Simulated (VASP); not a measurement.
A run of VASP 6.6.1 is set up as follows.

File INCAR:

```
SYSTEM = TaN
  PREC = Accurate
  ENCUT = 600
  EDIFF = 1E-6
  ISMEAR = 0
  SIGMA = 0.1
  LREAL = .False.
  LASPH = .True.
  NELM = 120
  ALGO = Normal
  ISIF = 2
  LWAVE = .False.
  LCHARG = .True.
  GGA = PE
  LELF = .True.
  LVHAR = .True.
  NBANDS = 26
  GGA_COMPAT = .False.
```

The input KPOINTS:

```
regular mesh
0
Gamma
  6 6 6
  0 0 0
```

Contents of POSCAR:

```
TaN
1.0
   -2.7106921111      2.7106921111      1.9999382158
    2.7106921111     -2.7106921111      1.9999382158
    2.7106921111      2.7106921111     -1.9999382158
Ta N
2 2
Direct
    0.7500000000      0.2500000000      0.5000000000
    0.0000000000      0.0000000000      0.0000000000
    0.5000000000      0.5000000000      0.0000000000
    0.2500000000      0.7500000000      0.5000000000
```

Potentials or basis: VASP PAW PBE potentials, release 64 (Ta_sv_GW, N).

Launch:

```sh
$ cat potpaw_PBE.64/Ta_sv_GW/POTCAR potpaw_PBE.64/N/POTCAR > POTCAR
$ mpirun -np 1 vasp_std > vasp.out
```

Task: What does it give for the pressure?

Result: -0.2 GPa.

Task: What does it give for the band gap on the k mesh?

Result: Zero (band 18 reaches 8.28 eV, above the bottom of band 19 at 6.59 eV).

Stress tensor (GPa, compression positive):
```
-0.29  0.00  0.00
 0.00 -0.29  0.00
 0.00  0.00  0.02
```

Caveat: spin-orbit coupling is left out, which moves the levels of the heavy elements.
